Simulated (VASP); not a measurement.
A run of VASP 6.6.1 is set up as follows.

File INCAR:

```
  PREC = Accurate
  ENCUT = 600
  EDIFF = 1E-6
  ISMEAR = 0
  SIGMA = 0.1
  LREAL = F
  LASPH = T
  NELM = 150
  ALGO = Normal
  ISIF = 3
  LWAVE = F
  LCHARG = F
  ISPIN = 2
  MAGMOM = 0.29 0.29 0.29
  LORBIT = 11
  LMAXMIX = 4
  GGA = PE
  IBRION = 2
  NSW = 90
  EDIFFG = -0.04
```

Contents of KPOINTS:

```
regular mesh
0
Gamma
  6 6 6
```

File POSCAR:

```
Ni
1.0
    3.2077354665      0.0000000000      0.0000000000
   -1.6038677333      2.7779804027      0.0000000000
    0.0000000000      0.0000000000      3.6392832653
Ni
3
Direct
    0.2254000000      0.0000000000      0.3333333333
    0.0000000000      0.2254000000      0.6666666667
    0.7746000000      0.7746000000      0.0000000000
```

Potentials or basis: VASP PAW PBE potentials, release 64 (Ni).

Launch:

```sh
$ cat potpaw_PBE.64/Ni/POTCAR > POTCAR
$ mpirun -np 1 vasp_std > vasp.out
```

(1) What does it give for the net moment?

(2) Predict the site moments.

(3) Estimate the relaxed cell.

(4) What does it give for the space group after relaxing (to 0.1 Å)?

Results:

(1) 1.75 μB per cell.

(2) Ni +0.59 μB.

(3) a = 3.299 Å, b = 3.299 Å, c = 4.013 Å, α = 90.00°, β = 90.00°, γ = 120.00°.

(4) Pm-3m (No. 221).

Caveat: the k points lie up to 0.37 Å⁻¹ apart in the final cell.
